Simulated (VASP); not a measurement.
# Al (P6_3/mmc) in VASP: further runs

Runs on Al. Level: PBE. Tasks: single point.

All numbers are computed with VASP 6.6.1; they aren't measurements. Logs are shortened: lines on timing, memory, paths and dates and some standing lists are left out, and cuts for length are marked.

**1. The cell of the first run**

It takes space group P6_3/mmc (No. 194, hexagonal). Conventional cell: a = 2.738 Å, b = 2.738 Å, c = 4.499 Å, α = 90.00°, β = 90.00°, γ = 120.00°. Al (site symmetry -6m2) has 12 Al at 2.74 to 2.75 Å within 3.6 Å.

**2. Single point, PBE**

Input file INCAR:

```
SYSTEM = Al
ALGO = Normal ; EDIFF = 1E-6
ENCUT = 520 ; GGA = PE
ISIF = 2 ; ISMEAR = -1
LASPH = .TRUE. ; LCHARG = .FALSE.
LREAL = .FALSE. ; LWAVE = .FALSE.
NBANDS = 10 ; NELM = 60
PREC = Accurate ; SIGMA = 0.1
```

Input file KPOINTS:

```
k-points
0
G
  16 16 9
  0 0 0
```

Input file POSCAR:

```
Al
1.0
    2.7383060267      0.0000000000      0.0000000000
   -1.3691530134      2.3714425825      0.0000000000
    0.0000000000      0.0000000000      4.4985488865
Al
2
Direct
    0.3333333333      0.6666666667      0.2500000000
    0.6666666667      0.3333333333      0.7500000000
```

Potentials or basis: VASP PAW PBE potentials, release 64 (Al).

Started as:

```bash
$ cat potpaw_PBE.64/Al/POTCAR > POTCAR
$ mpirun -np 1 vasp_std > vasp.out
```

OUTCAR:

```text
SYSTEM = Al
   EDIFF = 1E-6
   ENCUT = 520
   GGA = PE
   ISIF = 2
   ISMEAR = -1
   LASPH = .TRUE.
   LREAL = .FALSE.
   NELM = 60
   PREC = Accurate

 ion  position               nearest neighbor table
   1  0.333  0.667  0.250-   2 2.75   2 2.75   2 2.75   2 2.75   2 2.75   2 2.75
   2  0.667  0.333  0.750-   1 2.75   1 2.75   1 2.75   1 2.75   1 2.75   1 2.75

  LATTYP: Found a hexagonal cell.
 ALAT       =     2.7383060267
 C/A-ratio  =     1.6428218185

  Lattice vectors:

 A1 = (   2.7383060267,   0.0000000000,   0.0000000000)
 A2 = (  -1.3691530134,   2.3714425825,   0.0000000000)
 A3 = (   0.0000000000,   0.0000000000,   4.4985488865)

Analysis of symmetry for initial positions (statically):
=====================================================================
 Subroutine PRICEL returns:
 Original cell was already a primitive cell.

 Routine SETGRP: Setting up the symmetry group for a
 hexagonal supercell.

 Subroutine GETGRP returns: Found 24 space group operations
 (whereof 12 operations were pure point group operations)
 out of a pool of 24 trial point group operations.

The static configuration has the point symmetry D_3d.
 The point group associated with its full space group is D_6h.

Analysis of symmetry for dynamics (positions and initial velocities):
=====================================================================
 Subroutine PRICEL returns:
 Original cell was already a primitive cell.

 Routine SETGRP: Setting up the symmetry group for a
 hexagonal supercell.

 Subroutine GETGRP returns: Found 24 space group operations
 (whereof 12 operations were pure point group operations)
 out of a pool of 24 trial point group operations.

The dynamic configuration has the point symmetry D_3d.
 The point group associated with its full space group is D_6h.

 Subroutine INISYM returns: Found 24 space group operations
 (whereof 12 operations are pure point group operations),
 and found     1 'primitive' translations

----------------------------------------------------------------------------------------

                                     Primitive cell

  volume of cell :      29.2124

  direct lattice vectors                    reciprocal lattice vectors
     2.738306027  0.000000000  0.000000000     0.365189278  0.210842128  0.000000000
    -1.369153013  2.371442582  0.000000000     0.000000000  0.421684256  0.000000000
     0.000000000  0.000000000  4.498548887     0.000000000  0.000000000  0.222293905

  length of vectors
     2.738306027  2.738306027  4.498548887     0.421684256  0.421684256  0.222293905

  position of ions in fractional coordinates (direct lattice)
     0.333333333  0.666666667  0.250000000
     0.666666667  0.333333333  0.750000000

  ion indices of the primitive-cell ions
   primitive index   ion index
                 1           1
                 2           2

----------------------------------------------------------------------------------------

 KPOINTS: k-points

Automatic generation of k-mesh.
 Grid dimensions read from file:
 generate k-points for:   16   16    9

 Generating k-lattice:

  Cartesian coordinates                     Fractional coordinates (reciprocal lattice)
     0.022824330  0.013177633  0.000000000     0.062500000  0.000000000  0.000000000
     0.000000000  0.026355266  0.000000000     0.000000000  0.062500000  0.000000000
     0.000000000  0.000000000  0.024699323     0.000000000  0.000000000  0.111111111

  Length of vectors
     0.026355266  0.026355266  0.024699323

  Shift w.r.t. Gamma in fractional coordinates (k-lattice)
     0.000000000  0.000000000  0.000000000

 Subroutine IBZKPT returns following result:
 ===========================================

 Found    150 irreducible k-points:

 Following reciprocal coordinates:
            Coordinates               Weight
  0.000000  0.000000  0.000000      1.000000
  0.062500  0.000000  0.000000      6.000000
  0.125000  0.000000  0.000000      6.000000
  0.187500  0.000000  0.000000      6.000000
  0.250000  0.000000  0.000000      6.000000
  0.312500  0.000000  0.000000      6.000000
[... 16 lines left out ...]
  0.187500  0.187500  0.000000      6.000000
  0.250000  0.187500  0.000000     12.000000
 [... further k-points ...]
   k-points           NKPTS =    150   k-points in BZ     NKDIM =    150   number of bands    NBANDS=     10
   number of dos      NEDOS =    301   number of ions     NIONS =      2
   total plane-waves  NPLWV =  14400
   dimension x,y,z NGX =    20 NGY =   20 NGZ =   36
   dimension x,y,z NGXF=    40 NGYF=   40 NGZF=   72
   ions per type =               2
   NGX,Y,Z   is equivalent  to a cutoff of  12.14, 12.14, 13.30 a.u.
   NGXF,Y,Z  is equivalent  to a cutoff of  24.28, 24.28, 26.61 a.u.
 SYSTEM =  Al
   PREC   = accura    normal or accurate (medium, high low for compatibility)
   ISTART =      0    job   : 0-new  1-cont  2-samecut
   ICHARG =      2    charge: 1-file 2-atom 10-const
   ISPIN  =      1    spin polarized calculation?
   LNONCOLLINEAR =      F non collinear calculations
   LSORBIT =      F    spin-orbit coupling
   LASPH  =      T    aspherical Exc in radial PAW
   ENCUT  =  520.0 eV  38.22 Ry    6.18 a.u.   5.09  5.09  8.36*2*pi/ulx,y,z
   NELM   =     60;   NELMIN=  2; NELMDL= -5     # of ELM steps
   EDIFF  = 0.1E-05   stopping-criterion for ELM
   LREAL  =      F    real-space projection
   EDIFFG = 0.1E-04   stopping-criterion for IOM
   NSW    =      0    number of steps for IOM
   IBRION =     -1    ionic relax: 0-MD 1-quasi-New 2-CG
   NFREE  =      0    steps in history (QN), initial steepest desc. (CG)
   ISIF   =      2    stress and relaxation
   ISYM   =      2    0-nonsym 1-usesym 2-fastsym
   POTIM  = 0.5000    time-step for ionic-motion
   TEBEG  =    0.0;   TEEND  =   0.0 temperature during run
   PSTRESS=    0.0 pullay stress
   NELECT =       6.0000    total number of electrons
   NUPDOWN=      -1.0000    fix difference up-down
   EMIN   =  10.00;   EMAX   =-10.00  energy-range for DOS
   EFERMI =   0.00;   METHOD = LEGACY
   ISMEAR =    -1;   SIGMA  =   0.10  broadening in eV -4-tet -1-fermi 0-gaus
   EFERMI_NEDOS =   21; number of points for ismear=-14 and -15
   IALGO  =     38    algorithm
   IMIX   =      4    mixing-type and parameters
     AMIX     =   0.40;   BMIX     =  1.00
     AMIX_MAG =   1.60;   BMIX_MAG =  1.00
  volume/ion in A,a.u.               =      14.61        98.57
  Fermi-wavevector in a.u.,A,eV,Ry     =   0.965909  1.825303 12.693967  0.932980
  Thomas-Fermi vector in A             =   2.095666
   LORBIT       =      0    0 simple, 1 ext, 2 COOP (PROOUT), +10 PAW based schemes
   GGA     = PE    functional components
   LHFCALC =     F    Hartree Fock is set to
   AEXX    =    0.0000 exact exchange contribution
   IVDW    =     0    specifies the selected vdW correction
   LEPSILON=     F    determine dielectric tensor
   LRPA    =     F    only Hartree local field effects (RPA)
 non-spin polarized calculation
  energy-cutoff  :      520.00
  volume of cell :       29.21
 maximum number of plane-waves:       797
   NGX = 11   NGY = 11   NGZ = 17

 number of electron       6.0000000 magnetization

 Free energy of the ion-electron system (eV)
  ---------------------------------------------------
  ext. energy  EPLUGINS =         0.00000000
  ---------------------------------------------------
  free energy    TOTEN  =        -7.29670407 eV

  energy without entropy =       -7.27327065  energy(sigma->0) =       -7.28498736

 E-fermi :   9.3568     XC(G=0): -10.6478

 val. band max:        9.3313827738   @ k =   0.3750   0.2500   0.3333
 cond. band min:       9.3787719896   @ k =   0.3750   0.0000   0.4444
 fundamental gap:      0.0473892158
 Fermi energy:         9.3567782446

 k-point     1 :       0.0000    0.0000    0.0000
  band No.  band energies     occupation
      1      -2.6740      2.00000
      2       4.2092      2.00000
      3       4.6988      2.00000
      4      21.0549      0.00000
      5      21.0549      0.00000
      6      21.0894      0.00000
      7      21.0894      0.00000
      8      21.9967      0.00000
      9      24.6995      0.00000
     10      25.0851      0.00000

 k-point     2 :       0.0625    0.0000    0.0000
  band No.  band energies     occupation
      1      -2.5713      2.00000
      2       4.3036      2.00000
      3       4.7979      2.00000
      4      18.9046      0.00000
      5      19.7914      0.00000
      6      20.9275      0.00000
      7      22.5001      0.00000
      8      22.8306      0.00000
      9      24.8232      0.00000
     10      25.2927      0.00000

 k-point     3 :       0.1250    0.0000    0.0000
  band No.  band energies     occupation
      1      -2.2637      2.00000
      2       4.5869      2.00000
      3       5.0930      2.00000
      4      16.3917      0.00000
      5      18.6787      0.00000
      6      19.8773      0.00000
      7      22.6038      0.00000
      8      22.6527      0.00000
      9      23.8672      0.00000
     10      24.3282      0.00000

 k-point     4 :       0.1875    0.0000    0.0000
  band No.  band energies     occupation
      1      -1.7528      2.00000
      2       5.0593      2.00000
      3       5.5770      2.00000
      4      13.9440      0.00000
      5      17.7380      0.00000
      6      18.6422      0.00000
      7      20.1961      0.00000
      8      21.2217      0.00000
      9      23.8236      0.00000
     10      23.8283      0.00000
[... 222 lines left out ...]
 k-point    22 :       0.4375    0.1250    0.0000
  band No.  band energies     occupation
      1       3.9981      2.00000
      2       4.0213      2.00000
      3      10.2082      0.00040
      4      10.7012      0.00000
      5      10.9067      0.00000
      6      10.9442      0.00000
      7      13.3780      0.00000
      8      18.2828      0.00000
      9      19.1283      0.00000
     10      21.1997      0.00000

 k-point    23 :       0.1875    0.1875    0.0000
  band No.  band energies     occupation
      1       0.0688      2.00000
      2       6.7606      2.00000
      3       7.1839      2.00000
      4      10.9085      0.00000
      5      11.4699      0.00000
      6      16.9002      0.00000
      7      17.7469      0.00000
      8      18.1005      0.00000
      9      18.8603      0.00000
     10      23.9660      0.00000

 k-point    24 :       0.2500    0.1875    0.0000
  band No.  band energies     occupation
      1       1.0688      2.00000
      2       7.7047      2.00000
      3       7.7380      2.00000
      4       9.3134      1.21355
      5      10.7908      0.00000
      6      15.2196      0.00000
      7      16.2278      0.00000
      8      17.1288      0.00000
      9      18.0504      0.00000
     10      23.9800      0.00000

 [... further k-points ...]
[... 5 lines left out ...]
  --------------------------------------------------------------------------------------
  -------------------------------------------------------------------------------------
  Total        2.3647689      2.3647689      2.3685665     -0.0000000     -0.0000000      0.0000000
  in kB      129.6976925    129.6976925    129.9059720     -0.0000000     -0.0000000      0.0000000
  external PRESSURE =     129.7671190 kB  Pullay stress =       0.0000000 kB

 VOLUME and BASIS-vectors are now :
 -----------------------------------------------------------------------------
  energy-cutoff  :      520.00
  volume of cell :       29.21
      direct lattice vectors                 reciprocal lattice vectors
     2.738306027  0.000000000  0.000000000     0.365189278  0.210842128  0.000000000
    -1.369153013  2.371442582  0.000000000     0.000000000  0.421684256  0.000000000
     0.000000000  0.000000000  4.498548887     0.000000000  0.000000000  0.222293905

 POSITION                                       TOTAL-FORCE (eV/Angst)
 -----------------------------------------------------------------------------------
     -0.00000      1.58096      1.12464        -0.000000      0.000000      0.000000
      1.36915      0.79048      3.37391         0.000000      0.000000      0.000000
 -----------------------------------------------------------------------------------
    total drift:                                0.000000     -0.000000     -0.000000

  FREE ENERGIE OF THE ION-ELECTRON SYSTEM (eV)
  ---------------------------------------------------
  free  energy   TOTEN  =        -7.2967040734 eV

  energy  without entropy=       -7.2732706494  energy(sigma->0) =       -7.28498736
```

Run time: 10 s. Hardware: 1 thread of Intel Xeon 6975P-C (Granite Rapids), shared host; peak memory 0.15 GiB.

What came out:

```yaml
Free_energy: -7.2967 eV
Pressure: 13.0 GPa
Band_gap_on_the_k_mesh: zero (band 3 reaches 12.75 eV, above the bottom of band 4 at 6.14 eV)
```

(Part 1 of 2 ends here.)
